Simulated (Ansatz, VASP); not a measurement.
# One calculation of Rh, two programs

```
Rh
1.0
     0.00000    1.87679    1.87679
     1.87679    0.00000    1.87679
     1.87679    1.87679    0.00000
Rh
1
Direct
  0.00000 0.00000 0.00000
```

Alike in both runs: functional LDA; k mesh 24 × 24 × 24; occupations gaussian, width 0.1 eV; no spin polarisation.

Ansatz relaxed the structure, and its values are those at the end. VASP's run is a single point on that final structure, the one shown.

```csv
,VASP,Ansatz
version,VASP 6.6.1,Ansatz 0.2.0
potentials or method,"VASP PAW LDA potentials, release 64 (Rh_pv)","scalar-relativistic, plane waves, PAW"
plane-wave cutoff (eV),520,420
valence electrons in the cell,15,17
```

VASP gave:

| Property | Result |
| --- | --- |
| gap on the k mesh at the Fermi level (eV) | none |
| pressure (GPa) | 0.9 |

Question: What did Ansatz give for the same quantities?

Answer: gap on the k mesh at the Fermi level (eV): none; pressure (GPa): 0.0.

LDA's correlation is that of Perdew and Zunger in VASP and of Perdew and Wang (1992) in Ansatz. A gap of «none» marks a metal or a gap that the smearing closes. VASP's potentials hold 15 valence electrons a cell and Ansatz's 17, so a difference there can come from the potentials and not from the codes.
